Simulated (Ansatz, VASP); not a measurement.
# BaTe in VASP and in Ansatz

```
CELL_PARAMETERS angstrom
0.00000 3.91416 3.91416
3.91416 0.00000 3.91416
3.91416 3.91416 0.00000
ATOMIC_POSITIONS crystal
Ba 0.00000 0.00000 0.00000
Te 0.25000 0.25000 0.25000
```

Alike in both runs: task single point; functional LDA; k mesh 6 × 6 × 6; no spin polarisation.

```csv
,VASP,Ansatz
version,VASP 6.6.1,Ansatz 0.2.0
potentials or method,"VASP PAW LDA potentials, release 64 (Ba_sv, Te)","plane waves, PAW"
plane-wave cutoff (eV),520,420
occupations,"gaussian, width 0.01 eV",fixed
valence electrons in the cell,16,26
```

Ansatz gave:

```
gap on the k mesh at the Fermi level (eV) : 2.29
```

Task: Estimate VASP's values.

Result: gap on the k mesh at the Fermi level (eV): 2.31.

LDA's correlation is that of Perdew and Zunger in VASP and of Perdew and Wang (1992) in Ansatz. VASP's potentials hold 16 valence electrons a cell and Ansatz's 26, so a difference there can come from the potentials and not from the codes.

Spin-orbit coupling is off throughout.
